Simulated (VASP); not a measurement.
A run of VASP 6.6.1 is set up as follows.

File INCAR:

```
PREC     = Accurate       # precision mode
ENCUT    = 520            # plane-wave cutoff, eV
EDIFF    = 1E-6           # SCF threshold, eV
ISMEAR   = -1             # smearing method
SIGMA    = 0.05           # smearing width, eV
LREAL    = Auto         
LASPH    = T              # aspherical terms in the spheres
NELM     = 60             # most SCF steps
ALGO     = Normal         # electronic algorithm
ISIF     = 2              # what is computed and relaxed
LWAVE    = F              # write WAVECAR
LCHARG   = F              # write CHGCAR
GGA      = PS             # functional
NBANDS   = 97             # bands
```

Contents of KPOINTS:

```
Automatic mesh
0
Gamma
  4 4 2
  0.5 0.5 0.5
```

POSCAR

```
Te4Pt3
1.0
    0.0000000000     -6.9890315617      0.0000000000
    6.0526788803     -3.4945157809      0.0000000000
    0.0000000000     -2.3296771872     11.8444849862
Te Pt
12 9
Direct
    0.2178355608      0.6618452885      0.3388699470
    0.8963173203      0.3091447666      0.3476484630
    0.5540380402      0.9892935208      0.3325352689
    0.1144262299      0.6430159400      0.6695820890
    0.7681272906      0.3479269331      0.6678113915
    0.4116505498      1.0346572359      0.6600675343
    0.3506722625      0.6743202606      0.8872481169
    0.0318429594      0.3320351269      0.8787558946
    0.6986466059      0.9889536713      0.8783313932
    0.9542414490      0.6781887956      0.1230565113
    0.6376065249      0.3235663148      0.1030530244
    0.2871121603      1.0047810433      0.1189593302
    0.6580805646      0.6669422052     -0.0012876879
    0.3263150409      0.3350997203      0.0014987566
   -0.0041920256      0.0133051830     -0.0055999058
    0.5187627160      0.6702539620      0.4448732052
    0.2080557729      0.3184446157      0.4387654682
    0.8573918926     -0.0116170049      0.4462793449
    0.8079989898      0.6657693361      0.5581743746
    0.4913835540      0.3310302826      0.5590724297
    0.1356242923      1.0023336972      0.5637809502
```

Potentials or basis: VASP PAW PBE potentials, release 64 (Te, Pt).

The run is started by

```bash
$ cat potpaw_PBE.64/Te/POTCAR potpaw_PBE.64/Pt/POTCAR > POTCAR
$ mpirun -np 1 vasp_std > vasp.out
```

(1) Predict the largest force.

(2) Predict the band gap on the k mesh.

(3) Predict the pressure.

## Answers

(1) 1.507 eV/Å.

(2) zero (bands 81 and 82 overlap by 0.24 eV).

(3) -2.3 GPa.

Caveat: the atoms stand as in a frame of molecular dynamics; the PAW data sets were made with another functional, which shifts forces and pressure a little; spin-orbit coupling is left out, which moves the levels of the heavy elements.
